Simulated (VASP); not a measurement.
Input of a VASP 6.6.1 run:

Contents of POSCAR:

```
BN
1.0
    0.0558742404      1.7885066868      1.7885066868
    1.7885066868      0.0558742404      1.7885066868
    1.7885066868      1.7885066868      0.0558742404
B N
1 1
Direct
    0.0004442732      0.0004442732      0.0004442732
    0.2495557268      0.2495557268      0.2495557268
```

File INCAR.step1:

```
PREC     = Accurate       # precision mode
ENCUT    = 520            # plane-wave cutoff, eV
EDIFF    = 1E-5           # SCF threshold, eV
ISMEAR   = 0              # smearing method
SIGMA    = 0.01           # smearing width, eV
LREAL    = F              # projectors in reciprocal space
LASPH    = T              # aspherical terms in the spheres
NELM     = 80             # most SCF steps
ALGO     = Normal         # electronic algorithm
ISIF     = 2              # what is computed and relaxed
LWAVE    = T              # write WAVECAR
LCHARG   = F              # write CHGCAR
NBANDS   = 11             # bands
GGA      = PE             # functional
```

INCAR.step2

```
PREC     = Accurate       # precision mode
ENCUT    = 520            # plane-wave cutoff, eV
EDIFF    = 1E-6           # SCF threshold, eV
ISMEAR   = 0              # smearing method
SIGMA    = 0.01           # smearing width, eV
LREAL    = F              # projectors in reciprocal space
LASPH    = T              # aspherical terms in the spheres
NELM     = 80             # most SCF steps
ALGO     = Normal         # electronic algorithm
ISIF     = 2              # what is computed and relaxed
LWAVE    = F              # write WAVECAR
LCHARG   = F              # write CHGCAR
GGA      = PE             # functional
LHFCALC  = T              # exact exchange
HFSCREEN = 0.2079         # screening, 1/A
PRECFOCK = Normal       
NBANDS   = 11             # bands
ISTART   = 1
```

File KPOINTS:

```
regular mesh
0
Gamma
  8 8 8
```

Potentials or basis: VASP PAW PBE potentials, release 64 (B, N).

Command:

```console
$ cat potpaw_PBE.64/B/POTCAR potpaw_PBE.64/N/POTCAR > POTCAR
$ cp INCAR.step1 INCAR
$ mpirun -np 1 vasp_std > vasp.out
$ cp INCAR.step2 INCAR
$ mpirun -np 1 vasp_std > vasp.out
```

(1) What does it give for the largest force?

(2) Predict the pressure.

(3) What does it give for the band gap on the k mesh?

Results:

(1) 0.049 eV/Å.

(2) 30.8 GPa.

(3) 5.69 eV (least direct gap 9.59 eV).

Caveat: the cell differs from its parent crystal (epitaxial 111 strain -4.0%); the cell stands under pressure; the PAW data sets were made with another functional, which shifts forces and pressure a little.
